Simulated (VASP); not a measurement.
# Mg2C3 (C2/m) in VASP: a series of runs, part 3 of 3

VASP 6.6.1. Earlier steps stand in the parts before.

## Step 6: Single point, r2SCAN

This run uses another cell than the first one, of the same volume but with other edges.

The input, POSCAR:

```
Mg2C3
1.0
    2.4197253795     -2.3714625936     -0.0061738477
    2.4197253795      2.3714625936     -0.0061738477
   -1.2421490339      0.0000000000      4.7279786907
Mg C
2 3
Direct
    0.8082382625      0.8082382625      0.1984312469
    0.1917617375      0.1917617375      0.8015687531
    0.3041690745      0.3041690745      0.2614645499
    0.6958309255      0.6958309255      0.7385354501
    0.5000000000      0.5000000000      0.5000000000
```

The input, INCAR.step1:

```
SYSTEM = Mg2C3
PREC     = Accurate       ! precision mode
ENCUT    = 520            ! plane-wave cutoff, eV
ISMEAR   = 0              ! smearing method
SIGMA    = 0.05           ! smearing width, eV
LREAL    = .FALSE.        ! projectors in reciprocal space
LASPH    = .TRUE.         ! aspherical terms in the spheres
NELM     = 80             ! most SCF steps
NBANDS   = 16             ! bands
GGA      = PE             ! functional
ALGO     = Normal         ! electronic algorithm
EDIFF    = 1E-4           ! SCF threshold, eV
LWAVE    = .TRUE.         ! write WAVECAR
LCHARG   = .FALSE.        ! write CHGCAR
```

The input, INCAR.step2:

```
SYSTEM = Mg2C3
PREC     = Accurate       ! precision mode
ENCUT    = 520            ! plane-wave cutoff, eV
EDIFF    = 1E-7           ! SCF threshold, eV
ISMEAR   = 0              ! smearing method
SIGMA    = 0.05           ! smearing width, eV
LREAL    = .FALSE.        ! projectors in reciprocal space
LASPH    = .TRUE.         ! aspherical terms in the spheres
NELM     = 80             ! most SCF steps
ALGO     = Normal         ! electronic algorithm
ISIF     = 2              ! what is computed and relaxed
LWAVE    = .FALSE.        ! write WAVECAR
LCHARG   = .FALSE.        ! write CHGCAR
METAGGA  = R2SCAN         ! meta-GGA
LMIXTAU  = .TRUE.       
NBANDS   = 16             ! bands
ISTART   = 1
```

The input, KPOINTS:

```
Automatic mesh
0
G
  10 10 6
  0 0 0
```

Potentials or basis: VASP PAW PBE potentials, release 64 (Mg, C).

On the command line:

```sh
cat potpaw_PBE.64/Mg/POTCAR potpaw_PBE.64/C/POTCAR > POTCAR
cp INCAR.step1 INCAR
mpirun -np 1 vasp_std > vasp.out
cp INCAR.step2 INCAR
mpirun -np 1 vasp_std > vasp.out
```

OUTCAR:

```text
SYSTEM = Mg2C3
   PREC = Accurate
   ENCUT = 520
   EDIFF = 1E-7
   ISMEAR = 0
   LREAL = .FALSE.
   LASPH = .TRUE.
   NELM = 80
   ISIF = 2
   METAGGA = R2SCAN
   ISTART = 1

 ion  position               nearest neighbor table
   1  0.808  0.808  0.198-   4 2.17   3 2.34   5 2.35   3 2.39   3 2.39   3 2.54   5 2.82   5 2.82
                             4 2.83   2 3.01   2 3.02   2 3.02   2 3.05   2 3.11
   2  0.192  0.192  0.802-   3 2.17   4 2.34   5 2.35   4 2.39   4 2.39   4 2.54   5 2.82   5 2.82
                             3 2.83   1 3.01   1 3.02   1 3.02   1 3.05   1 3.11
   3  0.304  0.304  0.261-   5 1.30   2 2.17   1 2.34   1 2.39   1 2.39   1 2.54   2 2.83
   4  0.696  0.696  0.739-   5 1.30   1 2.17   2 2.34   2 2.39   2 2.39   2 2.54   1 2.83
   5  0.500  0.500  0.500-   3 1.30   4 1.30   1 2.35   2 2.35   2 2.82   2 2.82   1 2.82   1 2.82

  LATTYP: Found a base centered monoclinic cell.
 ALAT       =     4.8394665113
 B/A-ratio  =     0.9800512466
 C/A-ratio  =     1.0101168803
 COS(beta)  =    -0.2565668419

  Lattice vectors:

 A1 = (   2.4197253795,  -2.3714625936,  -0.0061738477)
 A2 = (   2.4197253795,   2.3714625936,  -0.0061738477)
 A3 = (  -1.2421490339,   0.0000000000,   4.7279786907)

Analysis of symmetry for initial positions (statically):
=====================================================================
 Subroutine PRICEL returns:
 Original cell was already a primitive cell.

 Routine SETGRP: Setting up the symmetry group for a
 base centered monoclinic supercell.

 Subroutine GETGRP returns: Found  4 space group operations
 (whereof  4 operations were pure point group operations)
 out of a pool of  4 trial point group operations.

The static configuration has the point symmetry C_2h.

Analysis of symmetry for dynamics (positions and initial velocities):
=====================================================================
 Subroutine PRICEL returns:
 Original cell was already a primitive cell.

 Routine SETGRP: Setting up the symmetry group for a
 base centered monoclinic supercell.

 Subroutine GETGRP returns: Found  4 space group operations
 (whereof  4 operations were pure point group operations)
 out of a pool of  4 trial point group operations.

The dynamic configuration has the point symmetry C_2h.

 Subroutine INISYM returns: Found  4 space group operations
 (whereof  4 operations are pure point group operations),
 and found     1 'primitive' translations

----------------------------------------------------------------------------------------

                                     Primitive cell

  volume of cell :      54.2246

  direct lattice vectors                    reciprocal lattice vectors
     2.419725379 -2.371462594 -0.006173848     0.206773625 -0.210840349  0.054324200
     2.419725379  2.371462594 -0.006173848     0.206773625  0.210840349  0.054324200
    -1.242149034  0.000000000  4.727978691     0.000540015  0.000000000  0.211648750

  length of vectors
     3.388059011  3.388059011  4.888426815     0.300266721  0.300266721  0.211649439

  position of ions in fractional coordinates (direct lattice)
     0.808238262  0.808238262  0.198431247
     0.191761738  0.191761738  0.801568753
     0.304169075  0.304169075  0.261464550
     0.695830925  0.695830925  0.738535450
     0.500000000  0.500000000  0.500000000

[... 33 lines left out ...]

 Following reciprocal coordinates:
            Coordinates               Weight
  0.000000  0.000000  0.000000      1.000000
  0.100000  0.000000  0.000000      4.000000
  0.200000  0.000000  0.000000      4.000000
  0.300000  0.000000  0.000000      4.000000
  0.400000  0.000000 -0.000000      4.000000
  0.500000  0.000000 -0.000000      2.000000
[... 16 lines left out ...]
  0.300000  0.300000  0.000000      2.000000
  0.400000  0.300000  0.000000      4.000000
 [... further k-points ...]
   k-points           NKPTS =    172   k-points in BZ     NKDIM =    172   number of bands    NBANDS=     16
   number of dos      NEDOS =    301   number of ions     NIONS =      5
   total plane-waves  NPLWV =  28224
   dimension x,y,z NGX =    28 NGY =   28 NGZ =   36
   dimension x,y,z NGXF=    56 NGYF=   56 NGZF=   72
   ions per type =               2   3
   NGX,Y,Z   is equivalent  to a cutoff of  13.74, 13.74, 12.24 a.u.
   NGXF,Y,Z  is equivalent  to a cutoff of  27.48, 27.48, 24.49 a.u.
 SYSTEM =  Mg2C3
   PREC   = accura    normal or accurate (medium, high low for compatibility)
   ISTART =      1    job   : 0-new  1-cont  2-samecut
   ICHARG =      0    charge: 1-file 2-atom 10-const
   ISPIN  =      1    spin polarized calculation?
   LNONCOLLINEAR =      F non collinear calculations
   LSORBIT =      F    spin-orbit coupling
   LASPH  =      T    aspherical Exc in radial PAW
   ENCUT  =  520.0 eV  38.22 Ry    6.18 a.u.   6.30  6.30  9.09*2*pi/ulx,y,z
   NELM   =     80;   NELMIN=  2; NELMDL=  0     # of ELM steps
   EDIFF  = 0.1E-06   stopping-criterion for ELM
   LREAL  =      F    real-space projection
   EDIFFG = 0.1E-05   stopping-criterion for IOM
   NSW    =      0    number of steps for IOM
   IBRION =     -1    ionic relax: 0-MD 1-quasi-New 2-CG
   NFREE  =      0    steps in history (QN), initial steepest desc. (CG)
   ISIF   =      2    stress and relaxation
   ISYM   =      2    0-nonsym 1-usesym 2-fastsym
   POTIM  = 0.5000    time-step for ionic-motion
   TEBEG  =    0.0;   TEEND  =   0.0 temperature during run
   PSTRESS=    0.0 pullay stress
   NELECT =      16.0000    total number of electrons
   NUPDOWN=      -1.0000    fix difference up-down
   EMIN   =  10.00;   EMAX   =-10.00  energy-range for DOS
   EFERMI =   0.00;   METHOD = LEGACY
   ISMEAR =     0;   SIGMA  =   0.05  broadening in eV -4-tet -1-fermi 0-gaus
   EFERMI_NEDOS =   21; number of points for ismear=-14 and -15
   IALGO  =     38    algorithm
   IMIX   =      4    mixing-type and parameters
     AMIX     =   0.40;   BMIX     =  1.00
     AMIX_MAG =   1.60;   BMIX_MAG =  1.00
  volume/ion in A,a.u.               =      10.84        73.19
  Fermi-wavevector in a.u.,A,eV,Ry     =   1.089890  2.059593 16.161815  1.187860
  Thomas-Fermi vector in A             =   2.226103
   LORBIT       =      0    0 simple, 1 ext, 2 COOP (PROOUT), +10 PAW based schemes
   METAGGA = R2SCAN    functional components
   LHFCALC =     F    Hartree Fock is set to
   AEXX    =    0.0000 exact exchange contribution
   IVDW    =     0    specifies the selected vdW correction
   LEPSILON=     F    determine dielectric tensor
   LRPA    =     F    only Hartree local field effects (RPA)
 non-spin polarized calculation
 Gauss-broadening in eV      SIGMA  =   0.05
  energy-cutoff  :      520.00
  volume of cell :       54.22
 maximum number of plane-waves:      1474
 NGX is ok and might be reduce to    28

 number of electron      15.9999998 magnetization

 Free energy of the ion-electron system (eV)
  ---------------------------------------------------
  ext. energy  EPLUGINS =         0.00000000
  ---------------------------------------------------
  free energy    TOTEN  =       -37.54611018 eV

  energy without entropy =      -37.54611018  energy(sigma->0) =      -37.54611018

 E-fermi :   4.8953     XC(G=0): -10.9397

 val. band max:        4.6413782991   @ k =   0.0000   0.0000   0.5000
 cond. band min:       6.7258179275   @ k =   0.5000   0.5000   0.0000
 fundamental gap:      2.0844396284
 Fermi energy:         4.8953237834

 k-point     1 :       0.0000    0.0000    0.0000
  band No.  band energies     occupation
      1     -12.5813      2.00000
      2      -8.3462      2.00000
      3      -3.1616      2.00000
      4       0.0955      2.00000
      5       0.8355      2.00000
      6       1.3944      2.00000
[... 433 lines left out ...]
      3      -2.0037      2.00000
      4      -1.2802      2.00000
      5      -0.5960      2.00000
      6      -0.4044      2.00000
[... 8 lines left out ...]
     15      15.8719      0.00000
     16      16.0956      0.00000

 [... further k-points ...]
[... 5 lines left out ...]
  --------------------------------------------------------------------------------------
  -------------------------------------------------------------------------------------
  Total        0.0158373     -1.0417585      4.2383313      0.0000000      0.0000000      2.2306768
  in kB        0.4679452    -30.7808765    125.2301325      0.0000000      0.0000000     65.9098908
  external PRESSURE =      31.6390671 kB  Pullay stress =       0.0000000 kB

 VOLUME and BASIS-vectors are now :
 -----------------------------------------------------------------------------
  energy-cutoff  :      520.00
  volume of cell :       54.22
      direct lattice vectors                 reciprocal lattice vectors
     2.419725379 -2.371462594 -0.006173848     0.206773625 -0.210840349  0.054324200
     2.419725379  2.371462594 -0.006173848     0.206773625  0.210840349  0.054324200
    -1.242149034  0.000000000  4.727978691     0.000540015  0.000000000  0.211648750

 POSITION                                       TOTAL-FORCE (eV/Angst)
 -----------------------------------------------------------------------------------
      3.66495      0.00000      0.92820         0.030248      0.000000      0.109859
     -0.06765      0.00000      3.78743        -0.030248      0.000000     -0.109859
      1.14723      0.00000      1.23244        -0.884000      0.000000     -1.031307
      2.45007      0.00000      3.48319         0.884000      0.000000      1.031307
      1.79865      0.00000      2.35782        -0.000000     -0.000000      0.000000
 -----------------------------------------------------------------------------------
    total drift:                                0.000000      0.000000      0.000000

  FREE ENERGIE OF THE ION-ELECTRON SYSTEM (eV)
  ---------------------------------------------------
  free  energy   TOTEN  =       -37.5461101756 eV

  energy  without entropy=      -37.5461101756  energy(sigma->0) =      -37.54611018
```

Run time: 6.8 min. Hardware: 1 thread of Intel Xeon 6975P-C, shared host; peak memory 0.27 GiB.

What came out:

- Free energy: -37.5461 eV
- Pressure: 3.2 GPa
- Largest force: 1.358 eV/Å
- Band gap on the k mesh: 2.08 eV, indirect (least direct gap 3.04 eV)

Forces in eV/Å, atoms in the order of the input:
```
Mg   0.030  0.000  0.110
Mg  -0.030  0.000 -0.110
C   -0.884  0.000 -1.031
C    0.884  0.000  1.031
C    0.000  0.000  0.000
```

Levels at points of the mesh, in eV from the valence-band top:
| k point | band 4 | band 5 | band 6 | band 7 | band 8 | band 9 | band 10 | band 11 | band 12 | band 13 |
| --- | --- | --- | --- | --- | --- | --- | --- | --- | --- | --- |
| (0.00, 0.00, 0.00) | -4.55 | -3.81 | -3.25 | -1.64 | -0.84 | 3.69 | 4.00 | 4.70 | 8.17 | 8.50 |
| (0.50, 0.00, 0.00) | -5.55 | -5.09 | -3.66 | -3.11 | -0.26 | 3.52 | 5.15 | 6.67 | 6.96 | 8.44 |
| (0.50, 0.50, 0.00) | -6.23 | -5.78 | -4.08 | -2.58 | -1.11 | 2.08 | 2.39 | 3.74 | 6.50 | 10.58 |
| (0.00, 0.00, 0.50) | -4.61 | -4.31 | -4.02 | -1.06 | 0.00 | 3.72 | 3.88 | 4.43 | 6.21 | 7.98 |
| (0.50, 0.00, 0.50) | -6.75 | -4.41 | -3.60 | -1.28 | -0.34 | 2.70 | 4.29 | 6.34 | 6.96 | 8.04 |
| (0.50, 0.50, 0.50) | -6.27 | -5.53 | -4.29 | -3.07 | -2.08 | 2.50 | 3.90 | 6.33 | 7.42 | 8.58 |

Caveat: the PAW data sets were made with another functional, which shifts forces and pressure a little. A k mesh can miss the band edges.

## Step 7: The runs side by side

| cell | gap on the mesh (eV) | pressure (GPa) | largest force (eV/Å) |
| --- | --- | --- | --- |
| a = 3.436, b = 3.436, c = 4.765 Å, angles 101.0, 101.0, 88.8°, 5 atoms | 2.19 | 7.5 | 2.71 |
| a = 3.238, b = 3.238, c = 5.311 Å, angles 99.3, 99.3, 88.8°, 5 atoms | 1.39 | -5.8 | 2.52 |
| a = 3.528, b = 3.528, c = 4.547 Å, angles 101.8, 101.8, 88.8°, 5 atoms | 2.17 | 17.7 | 5.32 |
| a = 3.145, b = 3.145, c = 5.606 Å, angles 98.6, 98.6, 88.8°, 5 atoms | 0.70 | -7.5 | 4.48 |
| a = 3.388, b = 3.388, c = 4.888 Å, angles 100.6, 100.6, 88.8°, 5 atoms | 2.08 | 3.2 | 1.36 |

Alike in all rows: task single point; level r2SCAN; potentials or basis VASP PAW PBE potentials, release 64 (Mg, C); no spin polarisation; k mesh 10 × 10 × 6; cutoff (eV) 520; smearing gaussian 0.05 eV.

Caveats: the PAW data sets were made with another functional, which shifts forces and pressure a little.

Total energies depend on the potentials used, so only differences within one code and one set of settings carry meaning.
